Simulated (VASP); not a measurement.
# MgS (gw) (F-43m) in VASP: single point with PBEsol

Aim: the single point of MgS (gw) with PBEsol.

All numbers are computed with VASP 6.6.1; they aren't measurements. Logs are shortened: lines on timing, memory, paths and dates and some standing lists are left out, and cuts for length are marked.

## (1) The cell of the first run

It takes space group F-43m (No. 216, cubic). The conventional cell has a = 5.651 Å, b = 5.651 Å, c = 5.651 Å, α = 90.00°, β = 90.00°, γ = 90.00°. Mg (site symmetry -43m) has 4 S at 2.45 Å within 3.2 Å. Within 3.2 Å of S (site symmetry -43m) lie 4 Mg at 2.45 Å.

## (2) Single point, PBEsol

Contents of INCAR:

```
SYSTEM = MgS
  ALGO = Normal
  EDIFF = 1E-6
  ENCUT = 600
  GGA = PS
  GGA_COMPAT = .FALSE.
  ISIF = 2
  ISMEAR = 0
  LASPH = .TRUE.
  LCHARG = .FALSE.
  LREAL = .FALSE.
  LWAVE = .FALSE.
  NBANDS = 11
  NELM = 120
  PREC = Accurate
  SIGMA = 0.01
```

Contents of KPOINTS:

```
k-points
0
G
  4 4 4
  0 0 0
```

Contents of POSCAR:

```
MgS
1.0
    0.0000000000      2.8257015374      2.8257015374
    2.8257015374      0.0000000000      2.8257015374
    2.8257015374      2.8257015374      0.0000000000
Mg S
1 1
Direct
    0.0000000000      0.0000000000      0.0000000000
    0.2500000000      0.2500000000      0.2500000000
```

Potentials or basis: VASP PAW PBE potentials, release 64 (Mg, S).

On the command line:

```
$ cat potpaw_PBE.64/Mg/POTCAR potpaw_PBE.64/S/POTCAR > POTCAR
$ mpirun -np 1 vasp_std > vasp.out
```

OUTCAR:

```text
SYSTEM = MgS
   EDIFF = 1E-6
   ENCUT = 600
   GGA = PS
   ISIF = 2
   ISMEAR = 0
   LASPH = .TRUE.
   LREAL = .FALSE.
   NELM = 120
   PREC = Accurate

 ion  position               nearest neighbor table
   1  0.000  0.000  0.000-   2 2.45   2 2.45   2 2.45   2 2.45
   2  0.250  0.250  0.250-   1 2.45   1 2.45   1 2.45   1 2.45

  LATTYP: Found a face centered cubic cell.
 ALAT       =     5.6514030748

  Lattice vectors:

 A1 = (   0.0000000000,   2.8257015374,   2.8257015374)
 A2 = (   2.8257015374,   0.0000000000,   2.8257015374)
 A3 = (   2.8257015374,   2.8257015374,   0.0000000000)

Analysis of symmetry for initial positions (statically):
=====================================================================
 Subroutine PRICEL returns:
 Original cell was already a primitive cell.

 Routine SETGRP: Setting up the symmetry group for a
 face centered cubic supercell.

 Subroutine GETGRP returns: Found 24 space group operations
 (whereof 24 operations were pure point group operations)
 out of a pool of 48 trial point group operations.

The static configuration has the point symmetry T_d .

Analysis of symmetry for dynamics (positions and initial velocities):
=====================================================================
 Subroutine PRICEL returns:
 Original cell was already a primitive cell.

 Routine SETGRP: Setting up the symmetry group for a
 face centered cubic supercell.

 Subroutine GETGRP returns: Found 24 space group operations
 (whereof 24 operations were pure point group operations)
 out of a pool of 48 trial point group operations.

The dynamic configuration has the point symmetry T_d .

 Subroutine INISYM returns: Found 24 space group operations
 (whereof 24 operations are pure point group operations),
 and found     1 'primitive' translations

----------------------------------------------------------------------------------------

                                     Primitive cell

  volume of cell :      45.1241

  direct lattice vectors                    reciprocal lattice vectors
     0.000000000  2.825701537  2.825701537    -0.176947209  0.176947209  0.176947209
     2.825701537  0.000000000  2.825701537     0.176947209 -0.176947209  0.176947209
     2.825701537  2.825701537  0.000000000     0.176947209  0.176947209 -0.176947209

  length of vectors
     3.996145437  3.996145437  3.996145437     0.306481556  0.306481556  0.306481556

  position of ions in fractional coordinates (direct lattice)
     0.000000000  0.000000000  0.000000000
     0.250000000  0.250000000  0.250000000

  ion indices of the primitive-cell ions
   primitive index   ion index
                 1           1
                 2           2

----------------------------------------------------------------------------------------

 KPOINTS: k-points

Automatic generation of k-mesh.
 Grid dimensions read from file:
 generate k-points for:    4    4    4

 Generating k-lattice:

  Cartesian coordinates                     Fractional coordinates (reciprocal lattice)
    -0.044236802  0.044236802  0.044236802     0.250000000  0.000000000  0.000000000
     0.044236802 -0.044236802  0.044236802     0.000000000  0.250000000  0.000000000
     0.044236802  0.044236802 -0.044236802     0.000000000  0.000000000  0.250000000

  Length of vectors
     0.076620389  0.076620389  0.076620389

  Shift w.r.t. Gamma in fractional coordinates (k-lattice)
     0.000000000  0.000000000  0.000000000

 Subroutine IBZKPT returns following result:
 ===========================================

 Found      8 irreducible k-points:

 Following reciprocal coordinates:
            Coordinates               Weight
  0.000000  0.000000  0.000000      1.000000
  0.250000  0.000000  0.000000      8.000000
  0.500000  0.000000  0.000000      4.000000
  0.250000  0.250000  0.000000      6.000000
  0.500000  0.250000  0.000000     24.000000
 -0.250000  0.250000  0.000000     12.000000
  0.500000  0.500000  0.000000      3.000000
 -0.250000  0.500000  0.250000      6.000000
   k-points           NKPTS =      8   k-points in BZ     NKDIM =      8   number of bands    NBANDS=     11
   number of dos      NEDOS =    301   number of ions     NIONS =      2
   total plane-waves  NPLWV =  32768
   dimension x,y,z NGX =    32 NGY =   32 NGZ =   32
   dimension x,y,z NGXF=    64 NGYF=   64 NGZF=   64
   ions per type =               1   1
   NGX,Y,Z   is equivalent  to a cutoff of  13.31, 13.31, 13.31 a.u.
   NGXF,Y,Z  is equivalent  to a cutoff of  26.63, 26.63, 26.63 a.u.
 SYSTEM =  MgS
   PREC   = accura    normal or accurate (medium, high low for compatibility)
   ISTART =      0    job   : 0-new  1-cont  2-samecut
   ICHARG =      2    charge: 1-file 2-atom 10-const
   ISPIN  =      1    spin polarized calculation?
   LNONCOLLINEAR =      F non collinear calculations
   LSORBIT =      F    spin-orbit coupling
   LASPH  =      T    aspherical Exc in radial PAW
   ENCUT  =  600.0 eV  44.10 Ry    6.64 a.u.   7.98  7.98  7.98*2*pi/ulx,y,z
   NELM   =    120;   NELMIN=  2; NELMDL= -5     # of ELM steps
   EDIFF  = 0.1E-05   stopping-criterion for ELM
   LREAL  =      F    real-space projection
   EDIFFG = 0.1E-04   stopping-criterion for IOM
   NSW    =      0    number of steps for IOM
   IBRION =     -1    ionic relax: 0-MD 1-quasi-New 2-CG
   NFREE  =      0    steps in history (QN), initial steepest desc. (CG)
   ISIF   =      2    stress and relaxation
   ISYM   =      2    0-nonsym 1-usesym 2-fastsym
   POTIM  = 0.5000    time-step for ionic-motion
   TEBEG  =    0.0;   TEEND  =   0.0 temperature during run
   PSTRESS=    0.0 pullay stress
   NELECT =       8.0000    total number of electrons
   NUPDOWN=      -1.0000    fix difference up-down
   EMIN   =  10.00;   EMAX   =-10.00  energy-range for DOS
   EFERMI =   0.00;   METHOD = LEGACY
   ISMEAR =     0;   SIGMA  =   0.01  broadening in eV -4-tet -1-fermi 0-gaus
   EFERMI_NEDOS =   21; number of points for ismear=-14 and -15
   IALGO  =     38    algorithm
   IMIX   =      4    mixing-type and parameters
     AMIX     =   0.40;   BMIX     =  1.00
     AMIX_MAG =   1.60;   BMIX_MAG =  1.00
  volume/ion in A,a.u.               =      22.56       152.26
  Fermi-wavevector in a.u.,A,eV,Ry     =   0.919677  1.737937 11.507880  0.845805
  Thomas-Fermi vector in A             =   2.044897
   LORBIT       =      0    0 simple, 1 ext, 2 COOP (PROOUT), +10 PAW based schemes
   GGA     = PS    functional components
   LHFCALC =     F    Hartree Fock is set to
   AEXX    =    0.0000 exact exchange contribution
   IVDW    =     0    specifies the selected vdW correction
   LEPSILON=     F    determine dielectric tensor
   LRPA    =     F    only Hartree local field effects (RPA)
 non-spin polarized calculation
 Gauss-broadening in eV      SIGMA  =   0.01
  energy-cutoff  :      600.00
  volume of cell :       45.12
 maximum number of plane-waves:      1540
   NGX = 15   NGY = 15   NGZ = 15

 number of electron       8.0000000 magnetization

 Free energy of the ion-electron system (eV)
  ---------------------------------------------------
  ext. energy  EPLUGINS =         0.00000000
  ---------------------------------------------------
  free energy    TOTEN  =        -8.90202297 eV

  energy without entropy =       -8.90202297  energy(sigma->0) =       -8.90202297

 E-fermi :   1.0929     XC(G=0):  -8.5934

 val. band max:        1.0489216156   @ k =   0.0000   0.0000   0.0000
 cond. band min:       4.3663009978   @ k =   0.0000   0.0000   0.0000
 fundamental gap:      3.3173793821
 Fermi energy:         1.0928502896

 k-point     1 :       0.0000    0.0000    0.0000
  band No.  band energies     occupation
      1     -10.2379      2.00000
      2       1.0489      2.00000
      3       1.0489      2.00000
      4       1.0489      2.00000
      5       4.3663      0.00000
      6       8.9272      0.00000
      7       8.9272      0.00000
      8       8.9272      0.00000
      9      11.8366      0.00000
     10      11.8366      0.00000
     11      14.6322      0.00000

 k-point     2 :       0.2500    0.0000    0.0000
  band No.  band energies     occupation
      1      -9.9151      2.00000
      2      -0.8553      2.00000
      3       0.8720      2.00000
      4       0.8720      2.00000
      5       5.9064      0.00000
      6       8.7529      0.00000
      7       9.1331      0.00000
      8       9.1331      0.00000
      9      11.4049      0.00000
     10      11.4049      0.00000
     11      13.1202      0.00000

 k-point     3 :       0.5000    0.0000    0.0000
  band No.  band energies     occupation
      1      -9.5346      2.00000
      2      -2.1584      2.00000
      3       0.7161      2.00000
      4       0.7161      2.00000
      5       6.0564      0.00000
      6       8.5891      0.00000
      7       8.5891      0.00000
      8       9.4943      0.00000
      9      13.7928      0.00000
     10      14.2223      0.00000
     11      14.2223      0.00000

 k-point     4 :       0.2500    0.2500    0.0000
  band No.  band energies     occupation
      1      -9.8090      2.00000
      2      -0.7407      2.00000
      3       0.4660      2.00000
      4       0.4660      2.00000
      5       6.0704      0.00000
      6       7.4865      0.00000
      7       9.3520      0.00000
      8      10.4711      0.00000
      9      10.4711      0.00000
     10      12.8869      0.00000
     11      16.4331      0.00000

 k-point     5 :       0.5000    0.2500    0.0000
  band No.  band energies     occupation
      1      -9.4280      2.00000
      2      -1.6597      2.00000
      3      -0.3049      2.00000
      4       0.3212      2.00000
      5       6.1074      0.00000
      6       7.9496      0.00000
      7       9.4834      0.00000
      8      10.2773      0.00000
      9      12.5833      0.00000
     10      14.3965      0.00000
     11      15.5986      0.00000

 k-point     6 :      -0.2500    0.2500    0.0000
  band No.  band energies     occupation
      1      -9.5539      2.00000
      2      -1.4346      2.00000
      3      -0.3850      2.00000
      4       0.6950      2.00000
      5       7.3173      0.00000
      6       7.7528      0.00000
      7       8.9480      0.00000
      8       9.6831      0.00000
      9      10.9955      0.00000
     10      14.2372      0.00000
     11      15.2865      0.00000

 k-point     7 :       0.5000    0.5000    0.0000
  band No.  band energies     occupation
      1      -9.3078      2.00000
      2      -1.8228      2.00000
      3      -0.0083      2.00000
      4      -0.0083      2.00000
      5       4.7453      0.00000
      6       6.5928      0.00000
      7      12.1289      0.00000
      8      13.2477      0.00000
      9      13.2477      0.00000
     10      14.9567      0.00000
     11      14.9656      0.00000

 k-point     8 :      -0.2500    0.5000    0.2500
  band No.  band energies     occupation
      1      -9.2985      2.00000
      2      -1.2869      2.00000
      3      -0.8404      2.00000
      4      -0.3223      2.00000
      5       6.4297      0.00000
      6       8.9593      0.00000
      7       9.1204      0.00000
      8       9.4826      0.00000
      9      13.6055      0.00000
     10      14.7175      0.00000
     11      14.9324      0.00000

------------------------ aborting loop because EDIFF is reached ----------------------------------------

  FORCE on cell =-STRESS in cart. coord.  units (eV):
  Direction    XX          YY          ZZ          XY          YZ          ZX
  --------------------------------------------------------------------------------------
  -------------------------------------------------------------------------------------
  Total        0.0111241      0.0111241      0.0111241     -0.0000000     -0.0000000      0.0000000
  in kB        0.3949728      0.3949728      0.3949728     -0.0000000     -0.0000000      0.0000000
  external PRESSURE =       0.3949728 kB  Pullay stress =       0.0000000 kB

 VOLUME and BASIS-vectors are now :
 -----------------------------------------------------------------------------
  energy-cutoff  :      600.00
  volume of cell :       45.12
      direct lattice vectors                 reciprocal lattice vectors
     0.000000000  2.825701537  2.825701537    -0.176947209  0.176947209  0.176947209
     2.825701537  0.000000000  2.825701537     0.176947209 -0.176947209  0.176947209
     2.825701537  2.825701537  0.000000000     0.176947209  0.176947209 -0.176947209

 POSITION                                       TOTAL-FORCE (eV/Angst)
 -----------------------------------------------------------------------------------
      0.00000      0.00000      0.00000         0.000000      0.000000      0.000000
      1.41285      1.41285      1.41285        -0.000000     -0.000000     -0.000000
 -----------------------------------------------------------------------------------
    total drift:                               -0.000000     -0.000000     -0.000000

  FREE ENERGIE OF THE ION-ELECTRON SYSTEM (eV)
  ---------------------------------------------------
  free  energy   TOTEN  =        -8.9020229724 eV

  energy  without entropy=       -8.9020229724  energy(sigma->0) =       -8.90202297
```

Run time: 9.7 s. Hardware: 1 thread of Intel Xeon 8259CL, shared host; peak memory 0.17 GiB.

Results:

* Free energy: -8.9020 eV
* Pressure: 0.0 GPa
* Band gap on the k mesh: 3.32 eV, direct

Levels at points of the mesh, in eV from the valence-band top:
```csv
k point,band 1,band 2,band 3,band 4,band 5,band 6,band 7,band 8,band 9
"(0.00, 0.00, 0.00)",-11.29,0.00,0.00,0.00,3.32,7.88,7.88,7.88,10.79
"(0.50, 0.00, 0.00)",-10.58,-3.21,-0.33,-0.33,5.01,7.54,7.54,8.45,12.74
"(0.50, 0.50, 0.00)",-10.36,-2.87,-1.06,-1.06,3.70,5.54,11.08,12.20,12.20
```

Caveat: the k points lie up to 0.48 Å⁻¹ apart; the PAW data sets were made with another functional, which shifts forces and pressure a little. A k mesh can miss the band edges.
